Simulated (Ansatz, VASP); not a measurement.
## One calculation of GaN, two programs

```
Ga N
1.0
     3.18258    0.00000    0.00000
    -1.59129    2.75619    0.00000
     0.00000    0.00000    5.18539
Ga N
2 2
Direct
  0.33333 0.66667 0.00169
  0.66667 0.33333 0.50169
  0.33333 0.66667 0.37831
  0.66667 0.33333 0.87831
```

Alike in both runs: functional PBEsol; k mesh 12 × 12 × 6; occupations gaussian, width 0.02 eV; no spin polarisation.

Ansatz relaxed the structure, and its values are those at the end. VASP's run is a single point on that final structure, the one shown.

```csv
,VASP,Ansatz
version,VASP 6.6.1,Ansatz 0.2.0
potentials or method,"VASP PAW PBE potentials, release 64 (Ga_d, N), cutoff 520 eV","scalar-relativistic, plane waves, PAW"
valence electrons in the cell,36,36
```

VASP gave:

| Property | Result |
| --- | --- |
| gap on the k mesh at the Fermi level (eV) | 1.89 |
| least direct gap on the mesh (eV) | 1.89 |
| pressure (GPa) | -0.2 |

Task: Which values does Ansatz return?

Result: gap on the k mesh at the Fermi level (eV): 1.88; least direct gap on the mesh (eV): 1.88; pressure (GPa): 0.0.

VASP's potentials were made for PBE, not for PBEsol. With one functional, cell and mesh, what is left measures potentials, basis and numerics.
